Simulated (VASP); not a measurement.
GaP: single point with r2SCANh

The system is GaP.

```xyz
2
Lattice="0.0000 2.7070 2.7070 2.7070 0.0000 2.7070 2.7070 2.7070 0.0000" Properties=species:S:1:pos:R:3 pbc="T T T"
Ga    0.0000    0.0000    0.0000
P     4.0604    4.0604    4.0604
```

| Property | Result |
| --- | --- |
| Program | VASP 6.6.1 |
| Task | single point |
| Functional | r2SCANh |
| Potentials or basis | VASP PAW PBE potentials, release 64 (Ga_d, P) |
| Cutoff | 520 eV |
| k mesh | 4 × 4 × 4 |
| Occupations | fermi-dirac, width 0.05 eV |
| Spin | no spin polarisation |
| Dipole correction | no |
| Grid for exact exchange (PRECFOCK) | Normal |
| Further INCAR settings | ALGO = Normal; EDIFF = 1e-07; NBANDS = 16 |
| Share of exact exchange | 0.1 |

```
Pressure               : 1.9 GPa
Band gap on the k mesh : 2.36 eV (least direct gap 3.12 eV)
```

Levels at points of the mesh, in eV from the valence-band top:
| k point | band 7 | band 8 | band 9 | band 10 | band 11 | band 12 |
| --- | --- | --- | --- | --- | --- | --- |
| (0.00, 0.00, 0.00) | 0.00 | 0.00 | 0.00 | 3.12 | 4.77 | 4.77 |
| (0.50, 0.00, 0.00) | -7.21 | -1.24 | -1.24 | 2.67 | 5.64 | 5.64 |
| (0.50, 0.50, 0.00) | -7.30 | -2.97 | -2.97 | 2.36 | 2.61 | 12.28 |

Run time: 18 min on 1 thread of AMD EPYC 7R43 64-Core Processor (Zen 3) (shared host), peak memory 0.14 GiB.

Caveat: the k points lie up to 0.50 Å⁻¹ apart; the PAW data sets were made with another functional, which shifts forces and pressure a little. A k mesh can miss the band edges.
